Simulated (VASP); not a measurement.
Ni: single point with PBEsol

Ni:

```
Ni
1.0
     2.44802    0.00000    0.00000
    -1.22401    2.12005    0.00000
     0.00000    0.00000    4.07281
Ni
2
Direct
  0.33333 0.66667 0.25000
  0.66667 0.33333 0.75000
```

This isn't the form of Ni at room conditions, which is fcc.

```
Program             : VASP 6.6.1
Task                : single point
Functional          : PBEsol
Potentials or basis : VASP PAW PBE potentials, release 64 (Ni)
Cutoff              : 520 eV
k mesh              : 14 × 14 × 8
Occupations         : gaussian, width 0.15 eV
Spin                : collinear spin, ferromagnetic start
Starting moments    : [1.5, 1.5] μB
```

```json
{
 "Pressure": "-3.3 GPa",
 "Net moment": "1.20 μB per cell",
 "Site moments": "Ni +0.61 μB",
 "Valence electrons inside the program's atomic spheres": "Ni 9.37"
}
```

Stress tensor (GPa, compression positive):
```
-2.17  0.00  0.00
 0.00 -2.17  0.00
 0.00  0.00 -5.48
```

Levels at points of the mesh, in eV from the Fermi level:
Spin up:
```
           k point  band 7  band 8  band 9  band 10  band 11  band 12  band 13  band 14  band 15  band 16
(0.00, 0.00, 0.00)   -2.13   -1.62   -1.62    -0.68    -0.68    -0.60     5.59    23.05    25.25    25.25
(0.50, 0.00, 0.00)   -2.11   -0.55   -0.52    -0.43     1.23     3.18     9.38     9.94    12.52    13.50
(0.00, 0.00, 0.50)   -2.42   -2.42   -0.98    -0.98    -0.98    -0.98    14.19    14.19    23.76    23.76
(0.50, 0.00, 0.50)   -0.99   -0.99   -0.48    -0.48     1.44     1.44     7.02     7.02    18.69    18.69
```
Spin down:
```csv
k point,band 7,band 8,band 9,band 10,band 11,band 12
"(0.00, 0.00, 0.00)",-1.47,-0.98,-0.98,-0.62,0.00,0.00
"(0.50, 0.00, 0.00)",-1.48,0.17,0.17,0.30,1.68,3.54
"(0.00, 0.00, 0.50)",-1.79,-1.79,-0.31,-0.31,-0.31,-0.31
"(0.50, 0.00, 0.50)",-0.42,-0.42,0.25,0.25,1.61,1.61
```

Wall time 2.2 min on 1 thread of Intel Xeon 8259CL, with other jobs on the host, peak memory 0.19 GiB.

Caveat: the cell stands under tension; the PAW data sets were made with another functional, which shifts forces and pressure a little.
